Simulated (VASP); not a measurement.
# LiF (Griceite) (I4/mmm) in VASP: further runs

The runs below take LiF (Griceite) through single point, with PBE, r2SCAN.

Program: VASP 6.6.1. These are calculated values, not measurements. Logs are shortened: lines on timing, memory, paths and dates and some standing lists are left out, and cuts for length are marked.

### 1 The cell of the first run

It takes space group I4/mmm (No. 139, tetragonal). Conventional cell: a = 2.821 Å, b = 2.821 Å, c = 3.760 Å, α = 90.00°, β = 90.00°, γ = 90.00°. Within 2.5 Å of Li (site symmetry 4/mmm) lie 6 F at 1.88 to 1.99 Å. F (site symmetry 4/mmm) has 6 Li at 1.88 to 1.99 Å within 2.5 Å.

### 2 Single point, PBE (uniaxial z strain -5.8%)

INCAR

```
PREC = Accurate ; ENCUT = 520
EDIFF = 1E-6 ; ISMEAR = -1
SIGMA = 0.02 ; LREAL = F
LASPH = T ; NELM = 80
ALGO = Normal ; ISIF = 2
LWAVE = F ; LCHARG = F
GGA = PE ; NBANDS = 12
```

KPOINTS

```
regular mesh
0
Gamma
  10 10 10
```

POSCAR

```
LiF
1.0
    0.0000000000      1.9948691899      1.8801642115
    1.9948691899      0.0000000000      1.8801642115
    1.9948691899      1.9948691899      0.0000000000
Li F
1 1
Direct
    0.0000000000      0.0000000000      0.0000000000
    0.5000000000      0.5000000000      0.5000000000
```

Potentials or basis: VASP PAW PBE potentials, release 64 (Li_sv, F).

Run with:

```bash
$ cat potpaw_PBE.64/Li_sv/POTCAR potpaw_PBE.64/F/POTCAR > POTCAR
$ mpirun -np 1 vasp_std > vasp.out
```

OUTCAR:

```text
PREC = Accurate
   ENCUT = 520
   EDIFF = 1E-6
   ISMEAR = -1
   LREAL = F
   LASPH = T
   NELM = 80
   ISIF = 2
   GGA = PE

 ion  position               nearest neighbor table
   1  0.000  0.000  0.000-   2 1.88   2 1.88   2 1.99   2 1.99   2 1.99   2 1.99
   2  0.500  0.500  0.500-   1 1.88   1 1.88   1 1.99   1 1.99   1 1.99   1 1.99

  LATTYP: Found a body centered tetragonal cell.
 ALAT       =     2.8211710635
 C/A-ratio  =     1.3328962826

  Lattice vectors:

 A1 = (   0.0000000000,  -1.9948691899,  -1.8801642115)
 A2 = (   0.0000000000,   1.9948691899,  -1.8801642115)
 A3 = (   1.9948691899,   0.0000000000,   1.8801642115)

Analysis of symmetry for initial positions (statically):
=====================================================================
 Subroutine PRICEL returns:
 Original cell was already a primitive cell.

 Routine SETGRP: Setting up the symmetry group for a
 body centered tetragonal supercell.

 Subroutine GETGRP returns: Found 16 space group operations
 (whereof 16 operations were pure point group operations)
 out of a pool of 16 trial point group operations.

The static configuration has the point symmetry D_4h.

Analysis of symmetry for dynamics (positions and initial velocities):
=====================================================================
 Subroutine PRICEL returns:
 Original cell was already a primitive cell.

 Routine SETGRP: Setting up the symmetry group for a
 body centered tetragonal supercell.

 Subroutine GETGRP returns: Found 16 space group operations
 (whereof 16 operations were pure point group operations)
 out of a pool of 16 trial point group operations.

The dynamic configuration has the point symmetry D_4h.

 Subroutine INISYM returns: Found 16 space group operations
 (whereof 16 operations are pure point group operations),
 and found     1 'primitive' translations

----------------------------------------------------------------------------------------

                                     Primitive cell

  volume of cell :      14.9642

  direct lattice vectors                    reciprocal lattice vectors
     0.000000000  1.994869190  1.880164211    -0.250643001  0.250643001  0.265934218
     1.994869190  0.000000000  1.880164211     0.250643001 -0.250643001  0.265934218
     1.994869190  1.994869190  0.000000000     0.250643001  0.250643001 -0.265934218

  length of vectors
     2.741262583  2.741262583  2.821171064     0.443130721  0.443130721  0.443130721

  position of ions in fractional coordinates (direct lattice)
     0.000000000  0.000000000  0.000000000
     0.500000000  0.500000000  0.500000000

  ion indices of the primitive-cell ions
   primitive index   ion index
                 1           1
                 2           2

----------------------------------------------------------------------------------------

 KPOINTS: regular mesh

Automatic generation of k-mesh.
 Grid dimensions read from file:
 generate k-points for:   10   10   10

 Generating k-lattice:

  Cartesian coordinates                     Fractional coordinates (reciprocal lattice)
    -0.025064300  0.025064300  0.026593422     0.100000000 -0.000000000  0.000000000
     0.025064300 -0.025064300  0.026593422    -0.000000000  0.100000000  0.000000000
     0.025064300  0.025064300 -0.026593422     0.000000000  0.000000000  0.100000000

  Length of vectors
     0.044313072  0.044313072  0.044313072

  Shift w.r.t. Gamma in fractional coordinates (k-lattice)
     0.000000000  0.000000000  0.000000000

 Subroutine IBZKPT returns following result:
 ===========================================

 Found    102 irreducible k-points:

 Following reciprocal coordinates:
            Coordinates               Weight
  0.000000  0.000000  0.000000      1.000000
  0.100000 -0.000000  0.000000      8.000000
  0.200000 -0.000000  0.000000      8.000000
  0.300000 -0.000000  0.000000      8.000000
  0.400000 -0.000000  0.000000      8.000000
  0.500000 -0.000000  0.000000      4.000000
[... 16 lines left out ...]
  0.300000  0.300000  0.000000      2.000000
  0.400000  0.300000  0.000000      8.000000
 [... further k-points ...]
   k-points           NKPTS =    102   k-points in BZ     NKDIM =    102   number of bands    NBANDS=     12
   number of dos      NEDOS =    301   number of ions     NIONS =      2
   total plane-waves  NPLWV =   9600
   dimension x,y,z NGX =    20 NGY =   20 NGZ =   24
   dimension x,y,z NGXF=    40 NGYF=   40 NGZF=   48
   ions per type =               1   1
   NGX,Y,Z   is equivalent  to a cutoff of  12.13, 12.13, 14.14 a.u.
   NGXF,Y,Z  is equivalent  to a cutoff of  24.26, 24.26, 28.29 a.u.
 SYSTEM =  unknown system
   PREC   = accura    normal or accurate (medium, high low for compatibility)
   ISTART =      0    job   : 0-new  1-cont  2-samecut
   ICHARG =      2    charge: 1-file 2-atom 10-const
   ISPIN  =      1    spin polarized calculation?
   LNONCOLLINEAR =      F non collinear calculations
   LSORBIT =      F    spin-orbit coupling
   LASPH  =      T    aspherical Exc in radial PAW
   ENCUT  =  520.0 eV  38.22 Ry    6.18 a.u.   5.10  5.10  5.25*2*pi/ulx,y,z
   NELM   =     80;   NELMIN=  2; NELMDL= -5     # of ELM steps
   EDIFF  = 0.1E-05   stopping-criterion for ELM
   LREAL  =      F    real-space projection
   EDIFFG = 0.1E-04   stopping-criterion for IOM
   NSW    =      0    number of steps for IOM
   IBRION =     -1    ionic relax: 0-MD 1-quasi-New 2-CG
   NFREE  =      0    steps in history (QN), initial steepest desc. (CG)
   ISIF   =      2    stress and relaxation
   ISYM   =      2    0-nonsym 1-usesym 2-fastsym
   POTIM  = 0.5000    time-step for ionic-motion
   TEBEG  =    0.0;   TEEND  =   0.0 temperature during run
   PSTRESS=    0.0 pullay stress
   NELECT =      10.0000    total number of electrons
   NUPDOWN=      -1.0000    fix difference up-down
   EMIN   =  10.00;   EMAX   =-10.00  energy-range for DOS
   EFERMI =   0.00;   METHOD = LEGACY
   ISMEAR =    -1;   SIGMA  =   0.02  broadening in eV -4-tet -1-fermi 0-gaus
   EFERMI_NEDOS =   21; number of points for ismear=-14 and -15
   IALGO  =     38    algorithm
   IMIX   =      4    mixing-type and parameters
     AMIX     =   0.40;   BMIX     =  1.00
     AMIX_MAG =   1.60;   BMIX_MAG =  1.00
  volume/ion in A,a.u.               =       7.48        50.49
  Fermi-wavevector in a.u.,A,eV,Ry     =   1.431276  2.704719 27.872216  2.048550
  Thomas-Fermi vector in A             =   2.551030
   LORBIT       =      0    0 simple, 1 ext, 2 COOP (PROOUT), +10 PAW based schemes
   GGA     = PE    functional components
   LHFCALC =     F    Hartree Fock is set to
   AEXX    =    0.0000 exact exchange contribution
   IVDW    =     0    specifies the selected vdW correction
   LEPSILON=     F    determine dielectric tensor
   LRPA    =     F    only Hartree local field effects (RPA)
 non-spin polarized calculation
  energy-cutoff  :      520.00
  volume of cell :       14.96
 maximum number of plane-waves:       426
   NGX = 11   NGY = 11   NGZ = 11

 number of electron      10.0000000 magnetization

 number of electron       9.9999993 magnetization

 Free energy of the ion-electron system (eV)
  ---------------------------------------------------
  ext. energy  EPLUGINS =         0.00000000
  ---------------------------------------------------
  free energy    TOTEN  =        -9.57165492 eV

  energy without entropy =       -9.57165492  energy(sigma->0) =       -9.57165492

 E-fermi :  -0.0150     XC(G=0): -10.4120

 val. band max:       -0.4083638091   @ k =   0.0000   0.0000   0.0000
 cond. band min:       9.4336768943   @ k =   0.0000   0.0000   0.0000
 fundamental gap:      9.8420407034
 Fermi energy:        -0.0150076905

 k-point     1 :       0.0000    0.0000    0.0000
  band No.  band energies     occupation
      1     -41.1933      2.00000
      2     -20.6860      2.00000
      3      -0.5826      2.00000
      4      -0.4084      2.00000
      5      -0.4084      2.00000
      6       9.4337      0.00000
      7      24.2142      0.00000
      8      24.2142      0.00000
      9      24.6163      0.00000
     10      24.6163      0.00000
     11      25.1459      0.00000
     12      25.7836      0.00000

 k-point     2 :       0.1000   -0.0000    0.0000
  band No.  band energies     occupation
      1     -41.1851      2.00000
      2     -20.6424      2.00000
      3      -0.8034      2.00000
      4      -0.5147      2.00000
      5      -0.4467      2.00000
      6       9.7231      0.00000
      7      21.6431      0.00000
      8      22.7637      0.00000
      9      23.7955      0.00000
     10      25.7929      0.00000
     11      25.8605      0.00000
     12      26.5136      0.00000

 k-point     3 :       0.2000   -0.0000    0.0000
  band No.  band energies     occupation
      1     -41.1636      2.00000
      2     -20.5251      2.00000
      3      -1.5409      2.00000
      4      -0.5672      2.00000
      5      -0.5449      2.00000
      6      10.3424      0.00000
      7      19.1256      0.00000
      8      21.0956      0.00000
      9      22.3154      0.00000
     10      26.9464      0.00000
     11      27.2569      0.00000
     12      27.7387      0.00000
[... 286 lines left out ...]
 k-point    23 :       0.3000    0.3000    0.0000
  band No.  band energies     occupation
      1     -41.1132      2.00000
      2     -20.1828      2.00000
      3      -2.5027      2.00000
      4      -1.2860      2.00000
      5      -1.2860      2.00000
      6      12.9636      0.00000
      7      17.5580      0.00000
      8      19.9284      0.00000
      9      20.3209      0.00000
     10      20.3209      0.00000
     11      34.7012      0.00000
     12      36.9502      0.00000

 k-point    24 :       0.4000    0.3000    0.0000
  band No.  band energies     occupation
      1     -41.0971      2.00000
      2     -20.0392      2.00000
      3      -3.0000      2.00000
      4      -1.5253      2.00000
      5      -1.4240      2.00000
      6      13.8538      0.00000
      7      16.4599      0.00000
      8      19.3905      0.00000
      9      20.0998      0.00000
     10      21.1701      0.00000
     11      35.4318      0.00000
     12      36.0907      0.00000

 [... further k-points ...]
[... 5 lines left out ...]
  --------------------------------------------------------------------------------------
  -------------------------------------------------------------------------------------
  Total        0.6994795      0.6994795      1.4942448      0.0000000     -0.0000000      0.0000000
  in kB       74.8912299     74.8912299    159.9844282      0.0000000     -0.0000000      0.0000000
  external PRESSURE =     103.2556293 kB  Pullay stress =       0.0000000 kB

 VOLUME and BASIS-vectors are now :
 -----------------------------------------------------------------------------
  energy-cutoff  :      520.00
  volume of cell :       14.96
      direct lattice vectors                 reciprocal lattice vectors
     0.000000000  1.994869190  1.880164211    -0.250643001  0.250643001  0.265934218
     1.994869190  0.000000000  1.880164211     0.250643001 -0.250643001  0.265934218
     1.994869190  1.994869190  0.000000000     0.250643001  0.250643001 -0.265934218

 POSITION                                       TOTAL-FORCE (eV/Angst)
 -----------------------------------------------------------------------------------
      0.00000      0.00000      0.00000         0.000000     -0.000000      0.000000
      1.99487      1.99487      1.88016        -0.000000      0.000000      0.000000
 -----------------------------------------------------------------------------------
    total drift:                                0.000000      0.000000      0.000000

  FREE ENERGIE OF THE ION-ELECTRON SYSTEM (eV)
  ---------------------------------------------------
  free  energy   TOTEN  =        -9.5716549190 eV

  energy  without entropy=       -9.5716549190  energy(sigma->0) =       -9.57165492
```

Wall time 17 s (1 thread of Intel Xeon Platinum 8259CL at 2.50GHz (Skylake/Cascade Lake), shared host); peak memory 0.13 GiB.

What came out:

* Free energy: -9.5717 eV
* Band gap on the k mesh: 9.84 eV, direct

Levels at points of the mesh, in eV from the valence-band top:
| k point | band 3 | band 4 | band 5 | band 6 | band 7 | band 8 |
| --- | --- | --- | --- | --- | --- | --- |
| (0.00, 0.00, 0.00) | -0.17 | 0.00 | 0.00 | 9.84 | 24.62 | 24.62 |
| (0.50, 0.00, 0.00) | -2.84 | -0.38 | -0.24 | 11.20 | 17.75 | 19.00 |
| (0.50, 0.50, 0.00) | -3.41 | -1.32 | -1.32 | 16.28 | 16.42 | 18.59 |
| (0.50, 0.00, 0.50) | -3.48 | -1.33 | -0.92 | 15.25 | 17.16 | 18.49 |

Caveat: the cell differs from its parent crystal (uniaxial z strain -5.8%); the cutoff is under 1.25 times the usual one of these potentials, so pressure, stress and relaxed cells hold a basis-set (Pulay) error.

(Continued in part 2 of 2.)
